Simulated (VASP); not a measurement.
Runs of VASP 6.6.1 on Sc. The structure is that of space group P6_3/mmc (No. 194), or close to it. The cells are those of the table. 

```tsv
cell	gap on the mesh (eV)	pressure (GPa)
a = 3.195, b = 3.195, c = 4.955 Å, angles 90.0, 90.0, 120.0°, 2 atoms	none	5.0
a = 3.441, b = 3.441, c = 5.489 Å, angles 90.0, 90.0, 120.0°, 2 atoms	none	(c)
a = 3.195, b = 3.195, c = 5.082 Å, angles 90.0, 90.0, 120.0°, 2 atoms	none	(a)
a = 3.113, b = 3.113, c = 5.286 Å, angles 90.0, 90.0, 120.0°, 2 atoms	none	4.4
a = 3.359, b = 3.359, c = 5.209 Å, angles 90.0, 90.0, 120.0°, 2 atoms	none	(b)
a = 3.359, b = 3.359, c = 5.337 Å, angles 90.0, 90.0, 120.0°, 2 atoms	none	-4.7
a = 3.277, b = 3.277, c = 5.489 Å, angles 90.0, 90.0, 120.0°, 2 atoms	none	-3.6
a = 3.113, b = 3.113, c = 5.489 Å, angles 90.0, 90.0, 120.0°, 2 atoms	none	2.0
a = 3.441, b = 3.441, c = 5.337 Å, angles 90.0, 90.0, 120.0°, 2 atoms	none	-6.5
a = 3.359, b = 3.359, c = 4.676 Å, angles 90.0, 90.0, 120.0°, 2 atoms	none	2.0
a = 3.113, b = 3.113, c = 5.209 Å, angles 90.0, 90.0, 120.0°, 2 atoms	none	5.4
a = 3.441, b = 3.441, c = 5.082 Å, angles 90.0, 90.0, 120.0°, 2 atoms	none	-4.7
```

Alike in all rows: task single point; level PBEsol; potentials or basis VASP PAW PBE potentials, release 64 (Sc_sv); no spin polarisation; k mesh 15 × 15 × 10; cutoff (eV) 520; smearing gaussian 0.15 eV.

Estimate the missing entries.

(a) 3.3; (b) -3.7; (c) -7.3.

Caveats: the PAW data sets were made with another functional, which shifts forces and pressure a little; the cell stands under tension (at least some runs); the cell stands under pressure (at least some runs); the stress differs along the axes, from -0 to 7 GPa (at least some runs); the stress differs along the axes, from -4 to 5 GPa (at least some runs); the stress differs along the axes, from -1 to 8 GPa (at least some runs); the stress differs along the axes, from 1 to 7 GPa (at least some runs).

A gap of «none» marks levels without a gap at the run's occupations.
